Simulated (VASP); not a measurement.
**AlN: single point with r2SCAN**

Crystal: AlN.

```
Al N
1.0
     0.00000    2.18490    2.18490
     2.18490    0.00000    2.18490
     2.18490    2.18490    0.00000
Al N
1 1
Direct
  0.00000 0.00000 0.00000
  0.86442 0.63558 0.63558
```

This cell differs from its parent crystal: all N atoms moved -0.500 Å, as atom 2 along Cartesian [1 0 0].

```
Program                : VASP 6.6.1
Task                   : single point
Functional             : r2SCAN
Potentials or basis    : VASP PAW PBE potentials, release 64 (Al, N)
Cutoff                 : 520 eV
k mesh                 : 10 × 10 × 10
Occupations            : gaussian, width 0.05 eV
Spin                   : no spin polarisation
Dipole correction      : no
Further INCAR settings : ALGO = Normal; EDIFF = 1e-06; NBANDS = 11
```

```json
{
  "Pressure": "28.0 GPa",
  "Largest force": "5.712 eV/Å",
  "Band gap on the k mesh": "2.83 eV (least direct gap 3.37 eV)"
}
```

Forces on the atoms (eV/Å):
```
Al  -5.712  0.000  0.000
N    5.712  0.000  0.000
```

Stress tensor (GPa, compression positive):
```
 -4.15   0.00   0.00
  0.00  44.10 -44.38
  0.00 -44.38  44.10
```

Levels at points of the mesh, in eV from the valence-band top:
| k point | band 1 | band 2 | band 3 | band 4 | band 5 | band 6 | band 7 | band 8 |
| --- | --- | --- | --- | --- | --- | --- | --- | --- |
| (0.00, 0.00, 0.00) | -16.74 | -2.25 | -0.70 | 0.00 | 3.37 | 12.43 | 12.50 | 13.03 |
| (0.50, 0.00, 0.00) | -14.84 | -6.47 | -2.68 | -0.85 | 6.71 | 9.63 | 11.20 | 11.38 |
| (0.00, 0.50, 0.00) | -14.69 | -7.15 | -1.51 | -0.69 | 6.39 | 8.80 | 10.61 | 12.32 |
| (0.50, 0.50, 0.00) | -14.13 | -6.05 | -2.61 | -2.40 | 2.83 | 7.32 | 12.76 | 16.33 |
| (0.00, 0.50, 0.50) | -14.17 | -5.84 | -3.78 | -2.14 | 3.24 | 8.76 | 13.18 | 15.92 |

Wall time 62 s on 1 thread of Intel(R) Xeon(R) Platinum 8488C (Sapphire Rapids) (shared host), peak memory 0.16 GiB.

Caveat: the cell differs from its parent crystal (all N atoms moved -0.500 Å, as atom 2 along Cartesian [1 0 0]); the cell stands under pressure; the PAW data sets were made with another functional, which shifts forces and pressure a little. A k mesh can miss the band edges.
